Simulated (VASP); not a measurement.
# Ni (Fm-3m) in VASP: a series of runs, part 2 of 2

VASP 6.6.1. The steps go on from the part before.

### Step 5. Single point, PBE

Input file INCAR:

```
PREC = Accurate
ENCUT = 520
EDIFF = 1E-6
ISMEAR = 1
SIGMA = 0.2
LREAL = False
LASPH = True
NELM = 80
ALGO = Normal
ISIF = 2
LWAVE = False
LCHARG = False
GGA = PE
NBANDS = 11
```

Input file KPOINTS:

```
Automatic mesh
0
Gamma
  15 15 15
```

Input file POSCAR:

```
Ni
1.0
    0.0000000000      1.7572466680      1.7572466680
    1.7572466680      0.0000000000      1.7572466680
    1.7572466680      1.7572466680      0.0000000000
Ni
1
Direct
    0.0000000000      0.0000000000      0.0000000000
```

Potentials or basis: VASP PAW PBE potentials, release 64 (Ni).

Launch:

```bash
cat potpaw_PBE.64/Ni/POTCAR > POTCAR
mpirun -np 1 vasp_std > vasp.out
```

OUTCAR:

```text
PREC = Accurate
   ENCUT = 520
   EDIFF = 1E-6
   ISMEAR = 1
   LREAL = False
   LASPH = True
   NELM = 80
   ISIF = 2
   GGA = PE

 ion  position               nearest neighbor table
   1  0.000  0.000  0.000-

  LATTYP: Found a face centered cubic cell.
 ALAT       =     3.5144933360

  Lattice vectors:

 A1 = (   0.0000000000,   1.7572466680,   1.7572466680)
 A2 = (   1.7572466680,   0.0000000000,   1.7572466680)
 A3 = (   1.7572466680,   1.7572466680,   0.0000000000)

Analysis of symmetry for initial positions (statically):
=====================================================================
 Subroutine PRICEL returns:
 Original cell was already a primitive cell.

 Routine SETGRP: Setting up the symmetry group for a
 face centered cubic supercell.

 Subroutine GETGRP returns: Found 48 space group operations
 (whereof 48 operations were pure point group operations)
 out of a pool of 48 trial point group operations.

The static configuration has the point symmetry O_h .

Analysis of symmetry for dynamics (positions and initial velocities):
=====================================================================
 Subroutine PRICEL returns:
 Original cell was already a primitive cell.

 Routine SETGRP: Setting up the symmetry group for a
 face centered cubic supercell.

 Subroutine GETGRP returns: Found 48 space group operations
 (whereof 48 operations were pure point group operations)
 out of a pool of 48 trial point group operations.

The dynamic configuration has the point symmetry O_h .

 Subroutine INISYM returns: Found 48 space group operations
 (whereof 48 operations are pure point group operations),
 and found     1 'primitive' translations

----------------------------------------------------------------------------------------

                                     Primitive cell

  volume of cell :      10.8525

  direct lattice vectors                    reciprocal lattice vectors
     0.000000000  1.757246668  1.757246668    -0.284536035  0.284536035  0.284536035
     1.757246668  0.000000000  1.757246668     0.284536035 -0.284536035  0.284536035
     1.757246668  1.757246668  0.000000000     0.284536035  0.284536035 -0.284536035

  length of vectors
     2.485122070  2.485122070  2.485122070     0.492830870  0.492830870  0.492830870

  position of ions in fractional coordinates (direct lattice)
     0.000000000  0.000000000  0.000000000

  ion indices of the primitive-cell ions
   primitive index   ion index
                 1           1

----------------------------------------------------------------------------------------

 KPOINTS: Automatic mesh

Automatic generation of k-mesh.
 Grid dimensions read from file:
 generate k-points for:   15   15   15

 Generating k-lattice:

  Cartesian coordinates                     Fractional coordinates (reciprocal lattice)
    -0.018969069  0.018969069  0.018969069     0.066666667  0.000000000  0.000000000
     0.018969069 -0.018969069  0.018969069     0.000000000  0.066666667  0.000000000
     0.018969069  0.018969069 -0.018969069     0.000000000  0.000000000  0.066666667

  Length of vectors
     0.032855391  0.032855391  0.032855391

  Shift w.r.t. Gamma in fractional coordinates (k-lattice)
     0.000000000  0.000000000  0.000000000

 Subroutine IBZKPT returns following result:
 ===========================================

 Found    120 irreducible k-points:

 Following reciprocal coordinates:
            Coordinates               Weight
  0.000000  0.000000  0.000000      1.000000
  0.066667  0.000000  0.000000      8.000000
  0.133333  0.000000  0.000000      8.000000
  0.200000  0.000000  0.000000      8.000000
  0.266667  0.000000  0.000000      8.000000
  0.333333  0.000000  0.000000      8.000000
[... 16 lines left out ...]
  0.133333  0.133333  0.000000      6.000000
  0.200000  0.133333  0.000000     24.000000
 [... further k-points ...]
   k-points           NKPTS =    120   k-points in BZ     NKDIM =    120   number of bands    NBANDS=     11
   number of dos      NEDOS =    301   number of ions     NIONS =      1
   total plane-waves  NPLWV =   5832
   dimension x,y,z NGX =    18 NGY =   18 NGZ =   18
   dimension x,y,z NGXF=    36 NGYF=   36 NGZF=   36
   ions per type =               1
   NGX,Y,Z   is equivalent  to a cutoff of  12.04, 12.04, 12.04 a.u.
   NGXF,Y,Z  is equivalent  to a cutoff of  24.08, 24.08, 24.08 a.u.
 SYSTEM =  unknown system
   PREC   = accura    normal or accurate (medium, high low for compatibility)
   ISTART =      0    job   : 0-new  1-cont  2-samecut
   ICHARG =      2    charge: 1-file 2-atom 10-const
   ISPIN  =      1    spin polarized calculation?
   LNONCOLLINEAR =      F non collinear calculations
   LSORBIT =      F    spin-orbit coupling
   LASPH  =      T    aspherical Exc in radial PAW
   ENCUT  =  520.0 eV  38.22 Ry    6.18 a.u.   4.62  4.62  4.62*2*pi/ulx,y,z
   NELM   =     80;   NELMIN=  2; NELMDL= -5     # of ELM steps
   EDIFF  = 0.1E-05   stopping-criterion for ELM
   LREAL  =      F    real-space projection
   EDIFFG = 0.1E-04   stopping-criterion for IOM
   NSW    =      0    number of steps for IOM
   IBRION =     -1    ionic relax: 0-MD 1-quasi-New 2-CG
   NFREE  =      0    steps in history (QN), initial steepest desc. (CG)
   ISIF   =      2    stress and relaxation
   ISYM   =      2    0-nonsym 1-usesym 2-fastsym
   POTIM  = 0.5000    time-step for ionic-motion
   TEBEG  =    0.0;   TEEND  =   0.0 temperature during run
   PSTRESS=    0.0 pullay stress
   NELECT =      10.0000    total number of electrons
   NUPDOWN=      -1.0000    fix difference up-down
   EMIN   =  10.00;   EMAX   =-10.00  energy-range for DOS
   EFERMI =   0.00;   METHOD = LEGACY
   ISMEAR =     1;   SIGMA  =   0.20  broadening in eV -4-tet -1-fermi 0-gaus
   EFERMI_NEDOS =   21; number of points for ismear=-14 and -15
   IALGO  =     38    algorithm
   IMIX   =      4    mixing-type and parameters
     AMIX     =   0.40;   BMIX     =  1.00
     AMIX_MAG =   1.60;   BMIX_MAG =  1.00
  volume/ion in A,a.u.               =      10.85        73.24
  Fermi-wavevector in a.u.,A,eV,Ry     =   1.593060  3.010447 34.529407  2.537840
  Thomas-Fermi vector in A             =   2.691349
   LORBIT       =      0    0 simple, 1 ext, 2 COOP (PROOUT), +10 PAW based schemes
   GGA     = PE    functional components
   LHFCALC =     F    Hartree Fock is set to
   AEXX    =    0.0000 exact exchange contribution
   IVDW    =     0    specifies the selected vdW correction
   LEPSILON=     F    determine dielectric tensor
   LRPA    =     F    only Hartree local field effects (RPA)
 non-spin polarized calculation
 Methfessel and Paxton  Order N= 1 SIGMA  =   0.20
  energy-cutoff  :      520.00
  volume of cell :       10.85
 maximum number of plane-waves:       303
   NGX =  9   NGY =  9   NGZ =  9

 number of electron      10.0000013 magnetization

 Free energy of the ion-electron system (eV)
  ---------------------------------------------------
  ext. energy  EPLUGINS =         0.00000000
  ---------------------------------------------------
  free energy    TOTEN  =        -5.41895614 eV

  energy without entropy =       -5.40977965  energy(sigma->0) =       -5.41589731

 E-fermi :   9.2209     XC(G=0): -13.2684

 val. band max:        9.2089706096   @ k =   0.4667   0.0667   0.0000
 cond. band min:       9.2260562010   @ k =  -0.4000   0.4000   0.0000
 fundamental gap:      0.0170855913
 Fermi energy:         9.2208963896

 k-point     1 :       0.0000    0.0000    0.0000
  band No.  band energies     occupation
      1       0.3666      2.00000
      2       7.3701      2.00000
      3       7.3701      2.00000
      4       7.3701      2.00000
      5       8.4713      2.00000
      6       8.4713      2.00000
      7      33.0748      0.00000
      8      37.0287      0.00000
      9      37.0287      0.00000
     10      37.0287      0.00000
     11      40.0403      0.00000

 k-point     2 :       0.0667    0.0000    0.0000
  band No.  band energies     occupation
      1       0.5409      2.00000
      2       7.3224      2.00000
      3       7.4096      2.00000
      4       7.4096      2.00000
      5       8.4545      2.00000
      6       8.4545      2.00000
      7      32.5012      0.00000
      8      35.1072      0.00000
      9      36.6414      0.00000
     10      36.6414      0.00000
     11      40.6202      0.00000
[... 295 lines left out ...]
 k-point    24 :       0.2000    0.1333    0.0000
  band No.  band energies     occupation
      1       1.8734      2.00000
      2       6.8808      2.00000
      3       7.7193      2.00000
      4       7.7564      2.00000
      5       8.1228      2.00000
      6       8.6524      2.00044
      7      29.1696      0.00000
      8      31.7549      0.00000
      9      32.1365      0.00000
     10      34.4295      0.00000
     11      38.9836      0.00000

 [... further k-points ...]
[... 5 lines left out ...]
  --------------------------------------------------------------------------------------
  -------------------------------------------------------------------------------------
  Total       -0.0431501     -0.0431501     -0.0431501     -0.0000000      0.0000000     -0.0000000
  in kB       -6.3703637     -6.3703637     -6.3703637     -0.0000000      0.0000000     -0.0000000
  external PRESSURE =      -6.3703637 kB  Pullay stress =       0.0000000 kB

 VOLUME and BASIS-vectors are now :
 -----------------------------------------------------------------------------
  energy-cutoff  :      520.00
  volume of cell :       10.85
      direct lattice vectors                 reciprocal lattice vectors
     0.000000000  1.757246668  1.757246668    -0.284536035  0.284536035  0.284536035
     1.757246668  0.000000000  1.757246668     0.284536035 -0.284536035  0.284536035
     1.757246668  1.757246668  0.000000000     0.284536035  0.284536035 -0.284536035

 POSITION                                       TOTAL-FORCE (eV/Angst)
 -----------------------------------------------------------------------------------
      0.00000      0.00000      0.00000         0.000000      0.000000      0.000000
 -----------------------------------------------------------------------------------
    total drift:                                0.000000     -0.000000     -0.000000

  FREE ENERGIE OF THE ION-ELECTRON SYSTEM (eV)
  ---------------------------------------------------
  free  energy   TOTEN  =        -5.4189561439 eV

  energy  without entropy=       -5.4097796493  energy(sigma->0) =       -5.41589731
```

Wall time 17 s (1 thread of AMD EPYC 7R13, shared host); peak memory 0.13 GiB.

Results:

| Item | Value |
| --- | --- |
| Free energy | -5.4190 eV |
| Pressure | -0.6 GPa |
| Band gap on the k mesh | zero (band 5 reaches 9.38 eV, above the bottom of band 6 at 8.43 eV) |

Levels at points of the mesh, in eV from the Fermi level:
```tsv
k point	band 3	band 4	band 5	band 6	band 7	band 8
(0.00, 0.00, 0.00)	-1.85	-1.85	-0.75	-0.75	23.85	27.81
```

Caveat: the run has no spin polarisation, though such a crystal can be magnetic. Spin polarisation is off, so any magnetic state and its effect on volume and gap are missing.

### Step 6. Summary

| smearing | gap on the mesh (eV) | pressure (GPa) |
| --- | --- | --- |
| methfessel-paxton 1 eV | none | -0.7 |
| methfessel-paxton 0.01 eV | none | -0.8 |
| methfessel-paxton 0.1 eV | none | -0.7 |
| methfessel-paxton 0.2 eV | none | -0.6 |

Alike in all rows: task single point; level PBE; potentials or basis VASP PAW PBE potentials, release 64 (Ni); no spin polarisation; cell as given; k mesh 15 × 15 × 15; cutoff (eV) 520.

Every run on the cell as given and a fine mesh finds a metal.

Caveats: the run has no spin polarisation, though such a crystal can be magnetic.

Total energies depend on the potentials used, so only differences within one code and one set of settings carry meaning.
